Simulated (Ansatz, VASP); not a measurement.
**N in VASP and in Ansatz**

```xyz
1
Lattice="0.0000 1.5411 1.5411 1.5218 -0.0041 1.5451 1.5108 1.5341 0.0069" Properties=species:S:1:pos:R:3 pbc="T T T"
N     0.0000    0.0000    0.0000
```

Alike in both runs: task single point; functional PBE; k mesh 20 × 20 × 20; occupations gaussian, width 0.1 eV; no spin polarisation.

|  | VASP | Ansatz |
| --- | --- | --- |
| version | VASP 6.6.1 | Ansatz 0.2.0 |
| potentials or method | VASP PAW PBE potentials, release 64 (N), cutoff 600 eV | scalar-relativistic, plane waves, PAW |
| valence electrons in the cell | 5 | 5 |

```tsv
	VASP	Ansatz	Ansatz less VASP
gap on the k mesh at the Fermi level (eV)	none	none	-
pressure (GPa)	10.3	10.8	+0.49
traceless stress, the component that is largest in VASP (GPa)	-4.40	-4.43	-0.028
```

A gap of «none» marks a metal or a gap that the smearing closes.
